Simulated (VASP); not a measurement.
Wanted: the native input for a VASP 6.6.1 run.

```
Task                   : single point
Functional             : r2SCAN
Potentials or basis    : VASP PAW PBE potentials, release 64 (W_sv)
Cutoff                 : 520 eV
k mesh                 : 11 × 11 × 11
Occupations            : fermi-dirac, width 0.1 eV
Spin                   : no spin polarisation
Dipole correction      : no
Further INCAR settings : ALGO = Normal; EDIFF = 1e-06; NBANDS = 13
```

The system is W.

```
CELL_PARAMETERS angstrom
-1.58480 1.58480 1.58480
1.58480 -1.58480 1.58480
1.58480 1.58480 -1.58480
ATOMIC_POSITIONS crystal
W 0.00000 0.00000 0.00000
```

These files were run (other wordings do the same):

POSCAR

```
W
1.0
   -1.5848038465      1.5848038465      1.5848038465
    1.5848038465     -1.5848038465      1.5848038465
    1.5848038465      1.5848038465     -1.5848038465
W
1
Direct
    0.0000000000      0.0000000000      0.0000000000
```

INCAR.step1

```
SYSTEM = W
PREC = Accurate ; ENCUT = 520
ISMEAR = -1 ; SIGMA = 0.1
LREAL = .False. ; LASPH = .True.
NELM = 80 ; NBANDS = 13
GGA = PE ; ALGO = Normal
EDIFF = 1E-4 ; LWAVE = .True.
LCHARG = .False.
```

INCAR.step2

```
SYSTEM = W
PREC = Accurate ; ENCUT = 520
EDIFF = 1E-6 ; ISMEAR = -1
SIGMA = 0.1 ; LREAL = .False.
LASPH = .True. ; NELM = 80
ALGO = Normal ; ISIF = 2
LWAVE = .False. ; LCHARG = .True.
METAGGA = R2SCAN ; LMIXTAU = .True.
LELF = .True. ; LVHAR = .True.
NBANDS = 13 ; ISTART = 1
```

KPOINTS

```
Automatic mesh
0
Gamma
  11 11 11
  0 0 0
```

Potentials or basis: VASP PAW PBE potentials, release 64 (W_sv).

The run is started by

```sh
$ cat potpaw_PBE.64/W_sv/POTCAR > POTCAR
$ cp INCAR.step1 INCAR
$ mpirun -np 1 vasp_std > vasp.out
$ cp INCAR.step2 INCAR
$ mpirun -np 1 vasp_std > vasp.out
```

Results of the run:

```yaml
Pressure: 1.3 GPa
Band_gap_on_the_k_mesh: zero (band 7 reaches 15.65 eV, above the bottom of band 8 at 9.95 eV)
```

Caveat: the PAW data sets were made with another functional, which shifts forces and pressure a little; spin-orbit coupling is left out, which moves the levels of the heavy elements.

It took 33 s on 1 thread of Intel(R) Xeon(R) Platinum 8488C (Sapphire Rapids) (shared host), peak memory 0.13 GiB.
